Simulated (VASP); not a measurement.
# BaTiO3 in VASP: a series of runs

The runs below take BaTiO3 through relaxation of cell and atoms, with PBE.

Everything below comes from runs of VASP 6.6.1. Logs are shortened: lines on timing, memory, paths and dates and some standing lists are left out, and cuts for length are marked.

## (1) The cell of the first run

The structure is cubic, space group Pm-3m (No. 221). Conventional cell: a = 3.740 Å, b = 3.740 Å, c = 3.740 Å, α = 90.00°, β = 90.00°, γ = 90.00°. Ba (site symmetry m-3m) has 12 O at 2.64 Å and 8 Ti at 3.24 Å within 3.5 Å. Within 2.5 Å of Ti (site symmetry m-3m) lie 6 O at 1.87 Å. Within 2.5 Å of O (site symmetry 4/mmm) lie 2 Ti at 1.87 Å.

## (2) Relaxation of cell and atoms, PBE, target pressure 60 GPa, at which the enthalpy is minimised

INCAR reads:

```
SYSTEM = BaTiO3
  PREC = Accurate
  ENCUT = 600
  EDIFF = 1E-6
  ISMEAR = 0
  SIGMA = 0.02
  LREAL = .FALSE.
  LASPH = .TRUE.
  NELM = 80
  ALGO = Normal
  ISIF = 3
  LWAVE = .FALSE.
  LCHARG = .FALSE.
  GGA = PE
  IBRION = 2
  NSW = 70
  EDIFFG = -0.008
  PSTRESS = 600.0
```

KPOINTS reads:

```
Automatic mesh
0
G
  8 8 8
  0 0 0
```

POSCAR reads:

```
BaTiO3
1.0
    2.6448060687      1.5269794957      2.1594793497
   -2.6448060687      1.5269794957      2.1594793497
    0.0000000000     -3.0539589914      2.1594793497
Ba Ti O
1 1 3
Direct
   -0.0057798519     -0.0057798519     -0.0057798519
    0.4942198479      0.4942198479      0.4942198479
    0.4942204797      0.9942200447      0.4942204797
    0.4942204797      0.4942204797      0.9942200447
    0.9942200447      0.4942204797      0.4942204797
```

Potentials or basis: VASP PAW PBE potentials, release 64 (Ba_sv, Ti_sv, O).

Command:

```bash
cat potpaw_PBE.64/Ba_sv/POTCAR potpaw_PBE.64/Ti_sv/POTCAR potpaw_PBE.64/O/POTCAR > POTCAR
mpirun -np 1 vasp_std > vasp.out
```

OUTCAR:

```text
SYSTEM = BaTiO3
   PREC = Accurate
   ENCUT = 600
   EDIFF = 1E-6
   ISMEAR = 0
   LREAL = .FALSE.
   LASPH = .TRUE.
   NELM = 80
   ISIF = 3
   GGA = PE
   IBRION = 2
   NSW = 70
   EDIFFG = -0.008
   PSTRESS = 600.0

 ion  position               nearest neighbor table
   1  0.994  0.994  0.994-   3 2.64   5 2.64   3 2.64   5 2.64   4 2.64   4 2.64   4 2.64   3 2.64
                             5 2.64   4 2.64   5 2.64   3 2.64   2 3.24   2 3.24   2 3.24   2 3.24
   2  0.494  0.494  0.494-   4 1.87   3 1.87   5 1.87   4 1.87   5 1.87   3 1.87   1 3.24   1 3.24
                             1 3.24   1 3.24   1 3.24   1 3.24   1 3.24   1 3.24
   3  0.494  0.994  0.494-   2 1.87   2 1.87   1 2.64   1 2.64   1 2.64   1 2.64
   4  0.494  0.494  0.994-   2 1.87   2 1.87   1 2.64   1 2.64   1 2.64   1 2.64
   5  0.994  0.494  0.494-   2 1.87   2 1.87   1 2.64   1 2.64   1 2.64   1 2.64

  LATTYP: Found a simple cubic cell.
 ALAT       =     3.7403230587

  Lattice vectors:

 A1 = (   2.6448060687,   1.5269794957,   2.1594793497)
 A2 = (  -2.6448060687,   1.5269794957,   2.1594793497)
 A3 = (   0.0000000000,  -3.0539589914,   2.1594793497)

Analysis of symmetry for initial positions (statically):
=====================================================================
 Subroutine PRICEL returns:
 Original cell was already a primitive cell.

 Routine SETGRP: Setting up the symmetry group for a
 simple cubic supercell.

 Subroutine GETGRP returns: Found 48 space group operations
 (whereof  6 operations were pure point group operations)
 out of a pool of 48 trial point group operations.

The static configuration has the point symmetry C_3v.
 The point group associated with its full space group is O_h .

Analysis of symmetry for dynamics (positions and initial velocities):
=====================================================================
 Subroutine PRICEL returns:
 Original cell was already a primitive cell.

 Routine SETGRP: Setting up the symmetry group for a
 simple cubic supercell.

 Subroutine GETGRP returns: Found 48 space group operations
 (whereof  6 operations were pure point group operations)
 out of a pool of 48 trial point group operations.

The dynamic configuration has the point symmetry C_3v.
 The point group associated with its full space group is O_h .

 Subroutine INISYM returns: Found 48 space group operations
 (whereof  6 operations are pure point group operations),
 and found     1 'primitive' translations

[... 105 lines left out ...]
   NFREE  =      1    steps in history (QN), initial steepest desc. (CG)
   ISIF   =      3    stress and relaxation
   ISYM   =      2    0-nonsym 1-usesym 2-fastsym
   POTIM  = 0.5000    time-step for ionic-motion
   TEBEG  =    0.0;   TEEND  =   0.0 temperature during run
   PSTRESS=  600.0 pullay stress
   NELECT =      40.0000    total number of electrons
   NUPDOWN=      -1.0000    fix difference up-down
   EMIN   =  10.00;   EMAX   =-10.00  energy-range for DOS
   EFERMI =   0.00;   METHOD = LEGACY
   ISMEAR =     0;   SIGMA  =   0.02  broadening in eV -4-tet -1-fermi 0-gaus
   EFERMI_NEDOS =   21; number of points for ismear=-14 and -15
   IALGO  =     38    algorithm
   IMIX   =      4    mixing-type and parameters
     AMIX     =   0.40;   BMIX     =  1.00
     AMIX_MAG =   1.60;   BMIX_MAG =  1.00
  volume/ion in A,a.u.               =      10.47        70.62
  Fermi-wavevector in a.u.,A,eV,Ry     =   1.496876  2.828685 30.485712  2.240637
  Thomas-Fermi vector in A             =   2.608836
   LORBIT       =      0    0 simple, 1 ext, 2 COOP (PROOUT), +10 PAW based schemes
   GGA     = PE    functional components
   LHFCALC =     F    Hartree Fock is set to
   AEXX    =    0.0000 exact exchange contribution
   IVDW    =     0    specifies the selected vdW correction
   LEPSILON=     F    determine dielectric tensor
   LRPA    =     F    only Hartree local field effects (RPA)
 conjugate gradient relaxation of ions
 non-spin polarized calculation
 Gauss-broadening in eV      SIGMA  =   0.02
  energy-cutoff  :      600.00
  volume of cell :       52.33
 maximum number of plane-waves:      1775
 NGX is ok and might be reduce to    30
   NGX = 15   NGY = 15   NGZ = 15

--------------------------------------- Ionic step        1  -------------------------------------------

 number of electron      40.0000012 magnetization

 Free energy of the ion-electron system (eV)
  ---------------------------------------------------
  ext. energy  EPLUGINS =         0.00000000
  ---------------------------------------------------
  free energy    TOTEN  =       -37.93142694 eV

  energy without entropy =      -37.93142694  energy(sigma->0) =      -37.93142694

------------------------ aborting loop because EDIFF is reached ----------------------------------------

  FORCE on cell =-STRESS in cart. coord.  units (eV):
  Direction    XX          YY          ZZ          XY          YZ          ZX
  --------------------------------------------------------------------------------------
  -------------------------------------------------------------------------------------
  Total       19.7465184     19.7465184     19.7465958      0.0000000     -0.0000000      0.0000000
  in kB      604.6078362    604.6078362    604.6102090      0.0000000     -0.0000000      0.0000000
  external PRESSURE =       4.6086271 kB  Pullay stress =     600.0000000 kB
[... 69 lines left out ...]
--------------------------------------- Ionic step        3  -------------------------------------------

 number of electron      40.0000012 magnetization

 Free energy of the ion-electron system (eV)
  ---------------------------------------------------
  ext. energy  EPLUGINS =         0.00000000
  ---------------------------------------------------
  free energy    TOTEN  =       -37.95336146 eV

  energy without entropy =      -37.95336146  energy(sigma->0) =      -37.95336146

 E-fermi :   5.8361     XC(G=0): -12.3598

 val. band max:        5.6745294264   @ k =   0.0000   0.0000   0.0000
 cond. band min:       7.6594192417   @ k =   0.0000   0.0000   0.0000
 fundamental gap:      1.9848898153
 Fermi energy:         5.8361309648

 k-point     1 :       0.0000    0.0000    0.0000
  band No.  band energies     occupation
      1     -50.1931      2.00000
      2     -26.5552      2.00000
      3     -26.5552      2.00000
      4     -26.5552      2.00000
      5     -19.0056      2.00000
      6     -11.6815      2.00000
[... 637 lines left out ...]
     23      10.5548      0.00000
     24      12.7230      0.00000

 [... further k-points ...]

------------------------ aborting loop because EDIFF is reached ----------------------------------------

  FORCE on cell =-STRESS in cart. coord.  units (eV):
  Direction    XX          YY          ZZ          XY          YZ          ZX
  --------------------------------------------------------------------------------------
  -------------------------------------------------------------------------------------
  Total       19.6188355     19.6188355     19.6189200     -0.0000000      0.0000000      0.0000000
  in kB      600.0292681    600.0292681    600.0318524     -0.0000000      0.0000000      0.0000000
  external PRESSURE =       0.0301295 kB  Pullay stress =     600.0000000 kB
[... 24 lines left out ...]
  energy  without entropy=      -37.9533614567  energy(sigma->0) =      -37.95336146

  enthalpy is  TOTEN    =       -18.3354829213 eV   P V=       19.6178785355

 reached required accuracy - stopping structural energy minimisation
```

OSZICAR:

```text
N       E                     dE             d eps       ncg     rms          rms(c)
DAV:   1     0.509164562780E+03    0.50916E+03   -0.23906E+04  1680   0.209E+03
DAV:   2     0.101851643769E+02   -0.49898E+03   -0.49111E+03  1968   0.547E+02
DAV:   3    -0.458660968353E+02   -0.56051E+02   -0.53996E+02  2464   0.164E+02
[... 28 lines left out ...]
DAV:   4    -0.379533200725E+02   -0.21609E-04   -0.41272E-04  2104   0.111E-01    0.303E-02
DAV:   5    -0.379533316284E+02   -0.11556E-04   -0.28882E-05  2560   0.447E-02    0.222E-02
DAV:   6    -0.379533547951E+02   -0.23167E-04   -0.34440E-05  2280   0.358E-02    0.919E-03
DAV:   7    -0.379533606825E+02   -0.58874E-05   -0.14082E-05  2544   0.193E-02    0.345E-03
DAV:   8    -0.379533614567E+02   -0.77422E-06   -0.87644E-07  1176   0.902E-03
   3 F= -.18335483E+02 E0= -.18335483E+02  d E =-.822066E-04
```

CONTCAR:

```text
BaTiO3
   1.00000000000000
     2.6457886445848322    1.5275467861498162    2.1602820342470404
    -2.6457886445848322    1.5275467861498162    2.1602820342470404
    -0.0000000000000000   -3.0550935722996324    2.1602820342470404
  Ba              Ti              O
     1     1     3
Direct
     0.9942201480999984    0.9942201480999984    0.9942201480999984
     0.4942198478999984    0.4942198478999984    0.4942198478999984
     0.4942204796999974    0.9942200447000005    0.4942204796999974
     0.4942204796999974    0.4942204796999974    0.9942200447000005
     0.9942200447000005    0.4942204796999974    0.4942204796999974

  0.00000000E+00  0.00000000E+00  0.00000000E+00
  0.00000000E+00  0.00000000E+00  0.00000000E+00
  0.00000000E+00  0.00000000E+00  0.00000000E+00
  0.00000000E+00  0.00000000E+00  0.00000000E+00
  0.00000000E+00  0.00000000E+00  0.00000000E+00
```

It took 2.7 min on 1 thread of AMD EPYC 7R13, shared host; peak memory 0.19 GiB.

What came out:

```
Free energy                                            : -37.9534 eV
Relaxed volume                                         : 10.48 Å³/atom
Relaxed cell                                           : a = 3.742 Å, b = 3.742 Å, c = 3.742 Å, α = 90.00°, β = 90.00°, γ = 90.00°
Space group after relaxing (to 0.05 Å)                 : Pm-3m (No. 221)
Energy change on relaxing (the enthalpy is what falls) : -4.4 meV/atom
Ionic steps                                            : 3
Pressure after relaxing                                : 60.0 GPa
Band gap on the k mesh                                 : 1.98 eV, direct
```

Step by step:
```
step  energy change (eV)  largest force (eV/Å)  pressure (GPa)  volume (Å³)
   1              0.0000                0.0000           60.46        52.33
   2             -0.0849                0.0000           58.73        52.56
   3             -0.0219                0.0000           60.00        52.39
```

Final structure:
```yaml
crystal:
  lattice:
    - [2.64579, 1.52755, 2.16028]
    - [-2.64579, 1.52755, 2.16028]
    - [0.00000, -3.05509, 2.16028]
  atoms:
    - { symbol: Ba, position: [0.99422, 0.99422, 0.99422] }
    - { symbol: Ti, position: [0.49422, 0.49422, 0.49422] }
    - { symbol: O, position: [0.49422, 0.99422, 0.49422] }
    - { symbol: O, position: [0.49422, 0.49422, 0.99422] }
    - { symbol: O, position: [0.99422, 0.49422, 0.49422] }
```

Caveat: the cell is relaxed towards a set pressure, so the enthalpy falls and the energy may rise; spin-orbit coupling is left out, which moves the levels of the heavy elements. PBE gaps usually lie below the measured ones, often by a third to a half.

## (3) Relaxation of cell and atoms, PBE, target pressure 15 GPa, at which the enthalpy is minimised

This run uses another cell than the first one, of 11.94 Å³/atom, 1.141 times its volume.

INCAR reads:

```
SYSTEM = BaTiO3
PREC = Accurate
ENCUT = 600
EDIFF = 1E-6
ISMEAR = 0
SIGMA = 0.02
LREAL = .False.
LASPH = .True.
NELM = 60
ALGO = Normal
ISIF = 3
LWAVE = .False.
LCHARG = .False.
GGA = PE
IBRION = 2
NSW = 70
EDIFFG = -0.008
PSTRESS = 150.0
```

KPOINTS reads:

```
regular mesh
0
Gamma
  6 6 6
  0 0 0
```

POSCAR reads:

```
BaTiO3
1.0
    2.7613925259      1.5942907182      2.2597404821
   -2.7613925259      1.5942907182      2.2597404821
    0.0000000000     -3.1885814363      2.2597404822
Ba Ti O
1 1 3
Direct
   -0.0012205863     -0.0012205863     -0.0012205863
    0.5083315437      0.5083315437      0.5083315437
    0.4894097241      0.9851705945      0.4894097241
    0.4894097241      0.4894097241      0.9851705945
    0.9851705945      0.4894097241      0.4894097241
```

Potentials or basis: VASP PAW PBE potentials, release 64 (Ba_sv, Ti_sv, O).

Command:

```bash
cat potpaw_PBE.64/Ba_sv/POTCAR potpaw_PBE.64/Ti_sv/POTCAR potpaw_PBE.64/O/POTCAR > POTCAR
mpirun -np 1 vasp_std > vasp.out
```

Wall time 8.2 min (1 thread of AMD EPYC 7R13, shared host); peak memory 0.2 GiB.

The run converged. Its results:

- Free energy: -39.7742 eV
- Relaxed volume: 12.15 Å³/atom
- Relaxed cell: a = 3.931 Å, b = 3.931 Å, c = 3.931 Å, α = 89.99°, β = 89.99°, γ = 89.99°
- Space group after relaxing (to 0.05 Å): R3m (No. 160)
- Energy change on relaxing (the enthalpy is what falls): -26.0 meV/atom
- Ionic steps: 16
- Pressure after relaxing: 15.0 GPa
- Largest force after relaxing: 0.007 eV/Å
- Band gap on the k mesh: 1.93 eV, indirect (least direct gap 2.05 eV)

Forces on the atoms (eV/Å):
```
Ba   0.000  0.000 -0.003
Ti   0.000  0.000 -0.007
O    0.003 -0.002  0.003
O    0.000  0.004  0.003
O   -0.003 -0.002  0.003
```

The path:
| step | energy change (eV) | largest force (eV/Å) | pressure (GPa) | volume (Å³) |
| --- | --- | --- | --- | --- |
| 1 | 0.0000 | 0.4054 | 20.49 | 59.69 |
| 2 | -0.3034 | 0.2006 | 6.92 | 63.29 |
| 3 | -0.1585 | 0.1507 | 14.66 | 61.09 |
| 4 | -0.1558 | 0.1552 | 14.73 | 61.06 |
| 5 | -0.1475 | 0.1196 | 14.91 | 60.95 |
| 6 | -0.1255 | 0.0628 | 15.39 | 60.69 |
| 7 | -0.1205 | 0.0703 | 15.51 | 60.64 |
| 8 | -0.1435 | 0.0508 | 14.54 | 60.88 |
| 9 | -0.1422 | 0.0517 | 14.57 | 60.86 |
| 10 | -0.1331 | 0.0122 | 14.91 | 60.76 |
| 11 | -0.1323 | 0.0146 | 14.94 | 60.75 |
| 12 | -0.1286 | 0.0123 | 15.07 | 60.71 |
| 13 | -0.1278 | 0.0123 | 15.10 | 60.70 |
| 14 | -0.1288 | 0.0098 | 15.05 | 60.71 |
| 15 | -0.1296 | 0.0081 | 15.01 | 60.72 |
| 16 | -0.1302 | 0.0071 | 14.98 | 60.73 |

Final structure:
```
CELL_PARAMETERS angstrom
2.77913 1.60453 2.26969
-2.77913 1.60453 2.26969
0.00000 -3.20906 2.26969
ATOMIC_POSITIONS crystal
Ba 0.99592 0.99592 0.99592
Ti 0.50054 0.50054 0.50054
O 0.49195 0.99075 0.49195
O 0.49195 0.49195 0.99075
O 0.99075 0.49195 0.49195
```

Levels at points of the mesh, in eV from the valence-band top:
| k point | band 17 | band 18 | band 19 | band 20 | band 21 | band 22 | band 23 | band 24 |
| --- | --- | --- | --- | --- | --- | --- | --- | --- |
| (0.00, 0.00, 0.00) | -1.18 | -0.15 | -0.12 | -0.12 | 1.93 | 1.93 | 1.96 | 4.35 |
| (0.50, 0.00, 0.00) | -1.88 | -1.85 | -0.74 | -0.72 | 2.11 | 3.79 | 3.81 | 4.36 |
| (0.50, 0.50, 0.00) | -1.68 | -0.84 | -0.83 | -0.10 | 3.81 | 3.81 | 4.24 | 5.25 |
| (0.50, 0.50, 0.50) | -2.36 | 0.00 | 0.00 | 0.00 | 4.52 | 4.54 | 4.54 | 6.96 |

Caveat: the cell is relaxed towards a set pressure, so the enthalpy falls and the energy may rise; spin-orbit coupling is left out, which moves the levels of the heavy elements. A k mesh can miss the band edges.

(Continued in part 2 of 2.)
